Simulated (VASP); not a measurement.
# Sb (R-3m) in VASP: further runs, part 2 of 2

VASP 6.6.1. The steps go on from the part before.

### 6 Single point, LDA

File INCAR:

```
SYSTEM = Sb
PREC = Accurate
ENCUT = 520
EDIFF = 1E-6
ISMEAR = 1
SIGMA = 0.1
LREAL = .False.
LASPH = .True.
NELM = 80
ALGO = Normal
ISIF = 2
LWAVE = .False.
LCHARG = .True.
LELF = .True.
LVHAR = .True.
NBANDS = 12
```

File KPOINTS:

```
regular mesh
0
Gamma
  9 9 9
  0 0 0
```

File POSCAR:

```
Sb
1.0
    2.1456002536      1.2387628840      3.6587425366
   -2.1456002536      1.2387628840      3.6587425366
    0.0000000000     -2.4775257680      3.6587425366
Sb
2
Direct
    0.2359371474      0.2359371474      0.2359371474
    0.7640628526      0.7640628526      0.7640628526
```

Potentials or basis: VASP PAW LDA potentials, release 64 (Sb).

On the command line:

```
> cat potpaw_LDA.64/Sb/POTCAR > POTCAR
> mpirun -np 1 vasp_std > vasp.out
```

OUTCAR:

```text
SYSTEM = Sb
   PREC = Accurate
   ENCUT = 520
   EDIFF = 1E-6
   ISMEAR = 1
   LREAL = .False.
   LASPH = .True.
   NELM = 80
   ISIF = 2

 ion  position               nearest neighbor table
   1  0.236  0.236  0.236-   2 2.91   2 2.91   2 2.91   2 3.27   2 3.27   2 3.27
   2  0.764  0.764  0.764-   1 2.91   1 2.91   1 2.91   1 3.27   1 3.27   1 3.27

  LATTYP: Found a trigonal (rhomboedric) cell.
 ALAT       =     4.4186571354
 COS(alpha) =     0.5284290848

  Lattice vectors:

 A1 = (   2.1456002536,   1.2387628840,   3.6587425366)
 A2 = (  -2.1456002536,   1.2387628840,   3.6587425366)
 A3 = (   0.0000000000,  -2.4775257680,   3.6587425366)

Analysis of symmetry for initial positions (statically):
=====================================================================
 Subroutine PRICEL returns:
 Original cell was already a primitive cell.

 Routine SETGRP: Setting up the symmetry group for a
 trigonal (rhombohedral) supercell.

 Subroutine GETGRP returns: Found 12 space group operations
 (whereof 12 operations were pure point group operations)
 out of a pool of 12 trial point group operations.

The static configuration has the point symmetry D_3d.

Analysis of symmetry for dynamics (positions and initial velocities):
=====================================================================
 Subroutine PRICEL returns:
 Original cell was already a primitive cell.

 Routine SETGRP: Setting up the symmetry group for a
 trigonal (rhombohedral) supercell.

 Subroutine GETGRP returns: Found 12 space group operations
 (whereof 12 operations were pure point group operations)
 out of a pool of 12 trial point group operations.

The dynamic configuration has the point symmetry D_3d.

 Subroutine INISYM returns: Found 12 space group operations
 (whereof 12 operations are pure point group operations),
 and found     1 'primitive' translations

----------------------------------------------------------------------------------------

                                     Primitive cell

  volume of cell :      58.3472

[... 113 lines left out ...]
   GGA     = CA    functional components
   LHFCALC =     F    Hartree Fock is set to
   AEXX    =    0.0000 exact exchange contribution
   IVDW    =     0    specifies the selected vdW correction
   LEPSILON=     F    determine dielectric tensor
   LRPA    =     F    only Hartree local field effects (RPA)
 non-spin polarized calculation
 Methfessel and Paxton  Order N= 1 SIGMA  =   0.10
  energy-cutoff  :      520.00
  volume of cell :       58.35
 maximum number of plane-waves:      1584
 NGX is ok and might be reduce to    36
   NGX = 17   NGY = 17   NGZ = 17

 number of electron      10.0000000 magnetization

 Free energy of the ion-electron system (eV)
  ---------------------------------------------------
  ext. energy  EPLUGINS =         0.00000000
  ---------------------------------------------------
  free energy    TOTEN  =        -9.63218010 eV

  energy without entropy =       -9.63173736  energy(sigma->0) =       -9.63203252

 E-fermi :   7.5350     XC(G=0):  -9.8716

 val. band max:        7.5130741943   @ k =   0.3333   0.1111   0.1111
 cond. band min:       7.5360422082   @ k =   0.4444   0.0000  -0.0000
 fundamental gap:      0.0229680139
 Fermi energy:         7.5350017805

 k-point     1 :       0.0000    0.0000    0.0000
  band No.  band energies     occupation
      1      -5.3824      2.00000
      2       2.8704      2.00000
      3       5.5292      2.00000
      4       5.6889      2.00000
      5       5.6889      2.00000
      6       9.8746      0.00000
      7      10.3753      0.00000
      8      10.3753      0.00000
      9      12.4833      0.00000
     10      12.4833      0.00000
     11      12.6513      0.00000
     12      14.0662      0.00000
[... 331 lines left out ...]
 k-point    24 :       0.4444    0.4444   -0.0000
  band No.  band energies     occupation
      1      -3.0605      2.00000
      2      -0.3148      2.00000
      3       2.0592      2.00000
      4       3.7488      2.00000
      5       3.7849      2.00000
      6       9.1378     -0.00000
      7      12.5704      0.00000
      8      12.9806      0.00000
      9      14.2915      0.00000
     10      16.0873      0.00000
     11      17.3570      0.00000
     12      18.4198      0.00000

 [... further k-points ...]
[... 5 lines left out ...]
  --------------------------------------------------------------------------------------
  -------------------------------------------------------------------------------------
  Total        0.1438134      0.1438134      0.0956369      0.0000000      0.0000000      0.0000000
  in kB        3.9490236      3.9490236      2.6261292      0.0000000      0.0000000      0.0000000
  external PRESSURE =       3.5080588 kB  Pullay stress =       0.0000000 kB

 VOLUME and BASIS-vectors are now :
 -----------------------------------------------------------------------------
  energy-cutoff  :      520.00
  volume of cell :       58.35
      direct lattice vectors                 reciprocal lattice vectors
     2.145600254  1.238762884  3.658742537     0.233035021  0.134542832  0.091105982
    -2.145600254  1.238762884  3.658742537    -0.233035021  0.134542832  0.091105982
     0.000000000 -2.477525768  3.658742537     0.000000000 -0.269085664  0.091105982

 POSITION                                       TOTAL-FORCE (eV/Angst)
 -----------------------------------------------------------------------------------
      0.00000      0.00000      2.58970         0.000000      0.000000      0.032482
      0.00000      0.00000      8.38653         0.000000     -0.000000     -0.032482
 -----------------------------------------------------------------------------------
    total drift:                               -0.000000      0.000000     -0.000000

  FREE ENERGIE OF THE ION-ELECTRON SYSTEM (eV)
  ---------------------------------------------------
  free  energy   TOTEN  =        -9.6321800950 eV

  energy  without entropy=       -9.6317373608  energy(sigma->0) =       -9.63203252
```

Run time: 39 s. Hardware: 1 thread of AMD EPYC 7R43 (Zen 3), shared host; peak memory 0.16 GiB.

What came out:

* Free energy: -9.6322 eV
* Pressure: 0.4 GPa
* Largest force: 0.032 eV/Å
* Band gap on the k mesh: 0.02 eV, indirect (least direct gap 0.44 eV)

Forces on the atoms (eV/Å):
```
Sb   0.000  0.000  0.032
Sb   0.000  0.000 -0.032
```

Levels at points of the mesh, in eV from the valence-band top:
```tsv
k point	band 2	band 3	band 4	band 5	band 6	band 7	band 8	band 9
(0.00, 0.00, 0.00)	-4.64	-1.98	-1.82	-1.82	2.36	2.86	2.86	4.97
```

Caveat: spin-orbit coupling is left out, which moves the levels of the heavy elements. A k mesh can miss the band edges.

### 7 Overview

| smearing | gap on the mesh (eV) | pressure (GPa) | largest force (eV/Å) |
| --- | --- | --- | --- |
| methfessel-paxton 0.3 eV | - | 0.3 | 0.03 |
| methfessel-paxton 0.6 eV | - | 0.2 | 0.06 |
| methfessel-paxton 1 eV | - | 0.0 | 0.14 |
| methfessel-paxton 0.01 eV | 0.02 | 0.4 | 0.02 |
| methfessel-paxton 0.1 eV | 0.02 | 0.4 | 0.03 |

Alike in all rows: task single point; level LDA; potentials or basis VASP PAW LDA potentials, release 64 (Sb); no spin polarisation; cell as given; k mesh 9 × 9 × 9; cutoff (eV) 520.

Caveats: spin-orbit coupling is left out, which moves the levels of the heavy elements.

Absolute energies hang on the potentials; compare differences alone.
